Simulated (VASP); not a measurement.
# LaSc2F (I4/mmm) in VASP: notebook

LaSc2F is run at these levels: PBE; tasks: single point, relaxation of cell and atoms.

Everything below comes from runs of VASP 6.6.1. Logs are shortened: lines on timing, memory, paths and dates and some standing lists are left out, and cuts for length are marked.

## 1. The cell of the first run

Symmetry: I4/mmm, No. 139, tetragonal system. Conventional cell: a = 4.239 Å, b = 4.239 Å, c = 8.972 Å, α = 90.00°, β = 90.00°, γ = 90.00°. La (site symmetry 4/mmm) has 2 Sc at 2.36 Å and 4 F at 3.00 Å within 3.1 Å. Within 2.8 Å of Sc (site symmetry 4mm) lie 1 F at 2.13 Å and 1 La at 2.36 Å. Within 2.8 Å of F (site symmetry 4/mmm) lie 2 Sc at 2.13 Å.

## 2. Single point, PBE

File INCAR:

```
SYSTEM = LaSc2F
ALGO = Normal
EDIFF = 1E-7
ENCUT = 520
GGA = PE
ISIF = 2
ISMEAR = 0
LASPH = .True.
LCHARG = .False.
LREAL = .False.
LWAVE = .False.
NBANDS = 28
NELM = 80
PREC = Accurate
SIGMA = 0.1
```

File KPOINTS:

```
k-points
0
Gamma
  6 6 6
  0 0 0
```

File POSCAR:

```
LaSc2F
1.0
   -2.1192940200      2.1192940200      4.4857508800
    2.1192940200     -2.1192940200      4.4857508800
    2.1192940200      2.1192940200     -4.4857508800
La Sc F
1 2 1
Direct
    0.0000000000      0.0000000000      0.0000000000
    0.7369069200      0.7369069200      0.0000000000
    0.2630930800      0.2630930800      0.0000000000
    0.5000000000      0.5000000000      0.0000000000
```

Potentials or basis: VASP PAW PBE potentials, release 64 (La, Sc_sv, F).

Launch:

```console
$ cat potpaw_PBE.64/La/POTCAR potpaw_PBE.64/Sc_sv/POTCAR potpaw_PBE.64/F/POTCAR > POTCAR
$ mpirun -np 1 vasp_std > vasp.out
```

OUTCAR:

```text
SYSTEM = LaSc2F
   EDIFF = 1E-7
   ENCUT = 520
   GGA = PE
   ISIF = 2
   ISMEAR = 0
   LASPH = .True.
   LREAL = .False.
   NELM = 80
   PREC = Accurate

 ion  position               nearest neighbor table
   1  0.000  0.000  0.000-   2 2.36   3 2.36
   2  0.737  0.737  0.000-   4 2.13   1 2.36   3 3.01   3 3.01   3 3.01   3 3.01
   3  0.263  0.263  0.000-   4 2.13   1 2.36   2 3.01   2 3.01   2 3.01   2 3.01
   4  0.500  0.500  0.000-   2 2.13   3 2.13

  LATTYP: Found a body centered tetragonal cell.
 ALAT       =     4.2385880400
 C/A-ratio  =     2.1166250825

  Lattice vectors:

 A1 = (  -2.1192940200,   2.1192940200,   4.4857508800)
 A2 = (   2.1192940200,  -2.1192940200,   4.4857508800)
 A3 = (   2.1192940200,   2.1192940200,  -4.4857508800)

Analysis of symmetry for initial positions (statically):
=====================================================================
 Subroutine PRICEL returns:
 Original cell was already a primitive cell.

 Routine SETGRP: Setting up the symmetry group for a
 body centered tetragonal supercell.

 Subroutine GETGRP returns: Found 16 space group operations
 (whereof 16 operations were pure point group operations)
 out of a pool of 16 trial point group operations.

The static configuration has the point symmetry D_4h.

Analysis of symmetry for dynamics (positions and initial velocities):
=====================================================================
 Subroutine PRICEL returns:
 Original cell was already a primitive cell.

 Routine SETGRP: Setting up the symmetry group for a
 body centered tetragonal supercell.

 Subroutine GETGRP returns: Found 16 space group operations
 (whereof 16 operations were pure point group operations)
 out of a pool of 16 trial point group operations.

The dynamic configuration has the point symmetry D_4h.

 Subroutine INISYM returns: Found 16 space group operations
 (whereof 16 operations are pure point group operations),
 and found     1 'primitive' translations

----------------------------------------------------------------------------------------

                                     Primitive cell

  volume of cell :      80.5893

  direct lattice vectors                    reciprocal lattice vectors
    -2.119294020  2.119294020  4.485750880     0.000000000  0.235927623  0.111464059
     2.119294020 -2.119294020  4.485750880     0.235927623  0.000000000  0.111464059
     2.119294020  2.119294020 -4.485750880     0.235927623  0.235927623  0.000000000
[... 88 lines left out ...]
   EDIFF  = 0.1E-06   stopping-criterion for ELM
   LREAL  =      F    real-space projection
   EDIFFG = 0.1E-05   stopping-criterion for IOM
   NSW    =      0    number of steps for IOM
   IBRION =     -1    ionic relax: 0-MD 1-quasi-New 2-CG
   NFREE  =      0    steps in history (QN), initial steepest desc. (CG)
   ISIF   =      2    stress and relaxation
   ISYM   =      2    0-nonsym 1-usesym 2-fastsym
   POTIM  = 0.5000    time-step for ionic-motion
   TEBEG  =    0.0;   TEEND  =   0.0 temperature during run
   PSTRESS=    0.0 pullay stress
   NELECT =      40.0000    total number of electrons
   NUPDOWN=      -1.0000    fix difference up-down
   EMIN   =  10.00;   EMAX   =-10.00  energy-range for DOS
   EFERMI =   0.00;   METHOD = LEGACY
   ISMEAR =     0;   SIGMA  =   0.10  broadening in eV -4-tet -1-fermi 0-gaus
   EFERMI_NEDOS =   21; number of points for ismear=-14 and -15
   IALGO  =     38    algorithm
   IMIX   =      4    mixing-type and parameters
     AMIX     =   0.40;   BMIX     =  1.00
     AMIX_MAG =   1.60;   BMIX_MAG =  1.00
  volume/ion in A,a.u.               =      20.15       135.96
  Fermi-wavevector in a.u.,A,eV,Ry     =   1.296191  2.449446 22.859296  1.680111
  Thomas-Fermi vector in A             =   2.427663
   LORBIT       =      0    0 simple, 1 ext, 2 COOP (PROOUT), +10 PAW based schemes
   GGA     = PE    functional components
   LHFCALC =     F    Hartree Fock is set to
   AEXX    =    0.0000 exact exchange contribution
   IVDW    =     0    specifies the selected vdW correction
   LEPSILON=     F    determine dielectric tensor
   LRPA    =     F    only Hartree local field effects (RPA)
 non-spin polarized calculation
 Gauss-broadening in eV      SIGMA  =   0.10
  energy-cutoff  :      520.00
  volume of cell :       80.59
 maximum number of plane-waves:      2188
   NGX = 21   NGY = 21   NGZ = 21

 number of electron      39.9999995 magnetization

 Free energy of the ion-electron system (eV)
  ---------------------------------------------------
  ext. energy  EPLUGINS =         0.00000000
  ---------------------------------------------------
  free energy    TOTEN  =       -20.44372186 eV

  energy without entropy =      -20.42570895  energy(sigma->0) =      -20.43471540

 E-fermi :   6.7285     XC(G=0): -10.3291

 val. band max:        6.7214948434   @ k =  -0.3333   0.5000   0.3333
 cond. band min:       6.7361627772   @ k =   0.0000   0.0000   0.0000
 fundamental gap:      0.0146679338
 Fermi energy:         6.7284616740

 k-point     1 :       0.0000    0.0000    0.0000
  band No.  band energies     occupation
      1     -42.4951      2.00000
      2     -42.3824      2.00000
      3     -26.4330      2.00000
      4     -21.8451      2.00000
      5     -21.5243      2.00000
      6     -21.2274      2.00000
[... 733 lines left out ...]
     27       8.8899      0.00000
     28       8.9018      0.00000

 [... further k-points ...]

------------------------ aborting loop because EDIFF is reached ----------------------------------------

  FORCE on cell =-STRESS in cart. coord.  units (eV):
  Direction    XX          YY          ZZ          XY          YZ          ZX
  --------------------------------------------------------------------------------------
  -------------------------------------------------------------------------------------
  Total        0.4275029      0.4275029     15.8359918      0.0000000      0.0000000      0.0000000
  in kB        8.4990834      8.4990834    314.8315762      0.0000000      0.0000000      0.0000000
  external PRESSURE =     110.6099143 kB  Pullay stress =       0.0000000 kB

 VOLUME and BASIS-vectors are now :
 -----------------------------------------------------------------------------
  energy-cutoff  :      520.00
  volume of cell :       80.59
      direct lattice vectors                 reciprocal lattice vectors
    -2.119294020  2.119294020  4.485750880     0.000000000  0.235927623  0.111464059
     2.119294020 -2.119294020  4.485750880     0.235927623  0.000000000  0.111464059
     2.119294020  2.119294020 -4.485750880     0.235927623  0.235927623  0.000000000

 POSITION                                       TOTAL-FORCE (eV/Angst)
 -----------------------------------------------------------------------------------
      0.00000      0.00000      0.00000        -0.000000     -0.000000      0.000000
      0.00000      0.00000      6.61116         0.000000      0.000000     -4.098308
      0.00000      0.00000      2.36034         0.000000      0.000000      4.098308
      0.00000      0.00000      4.48575        -0.000000     -0.000000      0.000000
 -----------------------------------------------------------------------------------
    total drift:                                0.000000      0.000000     -0.000000

  FREE ENERGIE OF THE ION-ELECTRON SYSTEM (eV)
  ---------------------------------------------------
  free  energy   TOTEN  =       -20.4437218570 eV

  energy  without entropy=      -20.4257089471  energy(sigma->0) =      -20.43471540
```

OSZICAR:

```text
N       E                     dE             d eps       ncg     rms          rms(c)
DAV:   1     0.653825245213E+03    0.65383E+03   -0.17320E+04  1760   0.202E+03
DAV:   2     0.880089348506E+02   -0.56582E+03   -0.54718E+03  2208   0.565E+02
DAV:   3    -0.126745214870E+02   -0.10068E+03   -0.98197E+02  2884   0.274E+02
DAV:   4    -0.218469214541E+02   -0.91724E+01   -0.86300E+01  2972   0.657E+01
DAV:   5    -0.225624632313E+02   -0.71554E+00   -0.68558E+00  2832   0.176E+01    0.152E+01
DAV:   6    -0.210077549792E+02    0.15547E+01   -0.29977E+01  2792   0.463E+01    0.676E+00
DAV:   7    -0.205325684513E+02    0.47519E+00   -0.33520E+00  2788   0.174E+01    0.501E+00
DAV:   8    -0.205620788274E+02   -0.29510E-01   -0.22203E+00  2572   0.964E+00    0.202E+00
DAV:   9    -0.204410919576E+02    0.12099E+00   -0.10132E+00  2792   0.826E+00    0.425E-01
DAV:  10    -0.204437054454E+02   -0.26135E-02   -0.38994E-02  3140   0.154E+00    0.266E-01
DAV:  11    -0.204440621917E+02   -0.35675E-03   -0.10836E-02  2688   0.975E-01    0.114E-01
DAV:  12    -0.204437081516E+02    0.35404E-03   -0.35557E-03  2780   0.501E-01    0.317E-02
DAV:  13    -0.204437218787E+02   -0.13727E-04   -0.22623E-04  2960   0.148E-01    0.122E-02
DAV:  14    -0.204437248524E+02   -0.29737E-05   -0.22471E-05  3088   0.383E-02    0.105E-02
DAV:  15    -0.204437219798E+02    0.28726E-05   -0.22878E-05  2680   0.350E-02    0.197E-03
DAV:  16    -0.204437219264E+02    0.53438E-07   -0.12576E-06  2820   0.111E-02    0.854E-04
DAV:  17    -0.204437218570E+02    0.69416E-07   -0.13122E-07  1888   0.341E-03
   1 F= -.20443722E+02 E0= -.20434715E+02  d E =-.180129E-01
```

It took 52 s on 1 thread of Intel Xeon 6975P-C (Granite Rapids), shared host; peak memory 0.29 GiB.

What came out:

```yaml
Free_energy: -20.4437 eV
Pressure: 11.1 GPa
Largest_force: 4.098 eV/Å
Band_gap_on_the_k_mesh: zero (band 20 reaches 6.87 eV, above the bottom of band 21 at 6.20 eV)
```

Forces on the atoms (eV/Å):
```
La   0.000  0.000  0.000
Sc   0.000  0.000 -4.098
Sc   0.000  0.000  4.098
F    0.000  0.000  0.000
```

Levels at points of the mesh, in eV from the Fermi level:
```csv
k point,band 16,band 17,band 18,band 19,band 20,band 21,band 22,band 23,band 24,band 25
"(0.00, 0.00, 0.00)",-7.10,-3.73,-1.24,-0.39,0.01,0.16,0.16,0.50,0.50,0.65
"(0.50, 0.00, 0.00)",-7.38,-2.22,-1.11,-0.64,-0.40,0.36,0.63,1.10,1.21,1.40
"(0.50, 0.50, 0.00)",-7.10,-2.26,-1.41,-0.80,-0.43,0.08,0.63,0.71,1.70,1.80
"(0.50, 0.50, 0.50)",-7.11,-2.92,-2.15,-1.28,-1.28,-0.53,-0.19,1.05,1.20,1.20
```

Caveat: spin-orbit coupling is left out, which moves the levels of the heavy elements; forces of over 1 eV/Å act on the atoms, so gaps and moduli don't describe the material at rest.

## 3. Single point, PBE

This run uses another cell than the first one, of 22.28 Å³/atom, 1.106 times its volume.

File INCAR:

```
PREC = Accurate
ENCUT = 520
EDIFF = 1E-6
ISMEAR = 0
SIGMA = 0.1
LREAL = False
LASPH = True
NELM = 60
ALGO = Normal
ISIF = 2
LWAVE = False
LCHARG = True
GGA = PE
LELF = True
LVHAR = True
NBANDS = 28
```

File KPOINTS:

```
regular mesh
0
Gamma
  6 6 6
```

File POSCAR:

```
LaSc2F
1.0
   -1.9271385664      1.9271385664      5.9979674657
    1.9271385664     -1.9271385664      5.9979674657
    1.9271385664      1.9271385664     -5.9979674657
La Sc F
1 2 1
Direct
    0.0000000000      0.0000000000      0.0000000000
    0.6910839177      0.6910839177      0.0000000000
    0.3089160823      0.3089160823      0.0000000000
    0.5000000000      0.5000000000      0.0000000000
```

Potentials or basis: VASP PAW PBE potentials, release 64 (La, Sc_sv, F).

Launch:

```console
$ cat potpaw_PBE.64/La/POTCAR potpaw_PBE.64/Sc_sv/POTCAR potpaw_PBE.64/F/POTCAR > POTCAR
$ mpirun -np 1 vasp_std > vasp.out
```

It took 95 s on 1 thread of Intel Xeon 6975P-C (Granite Rapids), shared host; peak memory 0.41 GiB.

The run converged. Its results:

* Free energy: -23.9407 eV
* Pressure: 0.0 GPa
* Largest force: 0.005 eV/Å
* Band gap on the k mesh: zero (band 20 reaches 6.58 eV, above the bottom of band 21 at 6.11 eV)

Forces in eV/Å, atoms in the order of the input:
```
La   0.000  0.000  0.000
Sc   0.000  0.000 -0.005
Sc   0.000  0.000  0.005
F    0.000  0.000  0.000
```

Stress tensor (GPa, compression positive):
```
-0.11  0.00  0.00
 0.00 -0.11  0.00
 0.00  0.00  0.29
```

Levels at points of the mesh, in eV from the Fermi level:
| k point | band 18 | band 19 | band 20 | band 21 | band 22 | band 23 |
| --- | --- | --- | --- | --- | --- | --- |
| (0.00, 0.00, 0.00) | -1.17 | -0.95 | -0.59 | 0.61 | 0.97 | 1.22 |
| (0.50, 0.00, 0.00) | -1.58 | -1.02 | 0.16 | 0.21 | 0.40 | 1.01 |
| (0.50, 0.50, 0.00) | -1.30 | -0.98 | -0.33 | 0.10 | 0.26 | 0.61 |
| (0.50, 0.50, 0.50) | -2.05 | -1.79 | 0.28 | 0.37 | 0.78 | 0.78 |

Caveat: the k points lie up to 0.38 Å⁻¹ apart; spin-orbit coupling is left out, which moves the levels of the heavy elements.

## 4. Relaxation of cell and atoms, PBE

File INCAR:

```
PREC = Accurate
ENCUT = 600
EDIFF = 1E-6
ISMEAR = 0
SIGMA = 0.1
LREAL = F
LASPH = T
NELM = 80
ALGO = Normal
ISIF = 3
LWAVE = F
LCHARG = F
GGA = PE
IBRION = 2
NSW = 90
EDIFFG = -0.04
```

File KPOINTS:

```
Automatic mesh
0
Gamma
  6 6 6
```

File POSCAR:

```
LaSc2F
1.0
   -2.1192940200      2.1192940200      4.4857508800
    2.1192940200     -2.1192940200      4.4857508800
    2.1192940200      2.1192940200     -4.4857508800
La Sc F
1 2 1
Direct
    0.0000000000      0.0000000000      0.0000000000
    0.7369069200      0.7369069200      0.0000000000
    0.2630930800      0.2630930800      0.0000000000
    0.5000000000      0.5000000000      0.0000000000
```

Launch:

```console
$ cat potpaw_PBE.64/La/POTCAR potpaw_PBE.64/Sc_sv/POTCAR potpaw_PBE.64/F/POTCAR > POTCAR
$ mpirun -np 1 vasp_std > vasp.out
```

Wall time 7.5 min (1 thread of Intel Xeon 6975P-C (Granite Rapids), shared host); peak memory 0.4 GiB.

It converged, with:

```
Free energy                            : -23.8769 eV
Relaxed volume                         : 22.06 Å³/atom
Relaxed cell                           : a = 6.464 Å, b = 6.464 Å, c = 6.464 Å, α = 145.04°, β = 145.04°, γ = 50.27°
Space group after relaxing (to 0.05 Å) : I4/mmm (No. 139)
Energy gained by relaxing              : 857.5 meV/atom
Ionic steps                            : 10
Pressure after relaxing                : 0.0 GPa
Largest force after relaxing           : 0.030 eV/Å
Band gap on the k mesh                 : zero (band 20 reaches 6.64 eV, above the bottom of band 21 at 6.18 eV)
```

Forces in eV/Å, atoms in the order of the input:
```
La   0.000  0.000  0.000
Sc   0.000  0.000 -0.030
Sc   0.000  0.000  0.030
F    0.000  0.000  0.000
```

Stress tensor (GPa, compression positive):
```
 0.10  0.00  0.00
 0.00  0.10  0.00
 0.00  0.00 -0.10
```

The path:
```
step  energy change (eV)  largest force (eV/Å)  pressure (GPa)  volume (Å³)
   1              0.0000                4.0992           11.06        80.59
   2             -2.7293                1.5667           -2.65        96.98
   3             -2.8763                1.0519           -5.28       102.04
   4             -3.3101                0.5424           -1.58        91.65
   5             -3.3794                0.2599            1.34        86.68
   6             -3.3797                0.2297            1.71        86.19
   7             -3.4226                0.1333            0.64        87.48
   8             -3.4290                0.0906            0.00        88.20
   9             -3.4290                0.0889           -0.03        88.24
  10             -3.4301                0.0305            0.04        88.25
```

Final structure:
```cif
data_structure
_symmetry_space_group_name_H-M 'P 1'
_symmetry_Int_Tables_number 1
_cell_length_a 6.4642
_cell_length_b 6.4642
_cell_length_c 6.4642
_cell_angle_alpha 145.041
_cell_angle_beta 145.041
_cell_angle_gamma 50.274
_cell_volume 88.25
loop_
_atom_site_label
_atom_site_type_symbol
_atom_site_fract_x
_atom_site_fract_y
_atom_site_fract_z
_atom_site_occupancy
La1 La 0.00000 0.00000 0.00000 1
Sc1 Sc 0.69340 0.69340 0.00000 1
Sc2 Sc 0.30660 0.30660 0.00000 1
F1 F 0.50000 0.50000 0.00000 1
```

Levels at points of the mesh, in eV from the Fermi level:
| k point | band 16 | band 17 | band 18 | band 19 | band 20 | band 21 | band 22 | band 23 | band 24 |
| --- | --- | --- | --- | --- | --- | --- | --- | --- | --- |
| (0.00, 0.00, 0.00) | -8.03 | -4.30 | -1.15 | -1.03 | -0.43 | 0.60 | 0.81 | 1.42 | 1.42 |
| (0.50, 0.00, 0.00) | -8.58 | -2.21 | -1.59 | -1.05 | 0.12 | 0.18 | 0.35 | 0.98 | 1.30 |
| (0.50, 0.50, 0.00) | -7.89 | -1.37 | -1.32 | -1.03 | -0.28 | 0.11 | 0.43 | 0.54 | 1.21 |
| (0.50, 0.50, 0.50) | -8.03 | -3.28 | -2.00 | -1.85 | 0.24 | 0.42 | 0.64 | 0.64 | 0.83 |

Caveat: spin-orbit coupling is left out, which moves the levels of the heavy elements.

## 5. The runs side by side

```csv
task,cell,cutoff (eV),gap on the mesh (eV),pressure (GPa),largest force (eV/Å)
single point,"a = 5.395 Å, angles 133.7, 133.7, 67.5°, 4 atoms",520,none,11.1,4.10
single point,"a = 6.588 Å, angles 146.0, 146.0, 48.9°, 4 atoms",520,none,0.0,-
relaxation of cell and atoms,"relaxed from a = 5.395 Å, angles 133.7, 133.7, 67.5°, 4 atoms",600,none,0.0,0.03
```

Alike in all rows: level PBE; potentials or basis VASP PAW PBE potentials, release 64 (La, Sc_sv, F); no spin polarisation; k mesh 6 × 6 × 6; smearing gaussian 0.1 eV.

Caveats: some runs use coarse meshes; spin-orbit coupling is left out, which moves the levels of the heavy elements; forces of over 1 eV/Å act on the atoms, so gaps and moduli don't describe the material at rest (some runs).

Total energies depend on the potentials used, so only differences within one code and one set of settings carry meaning.
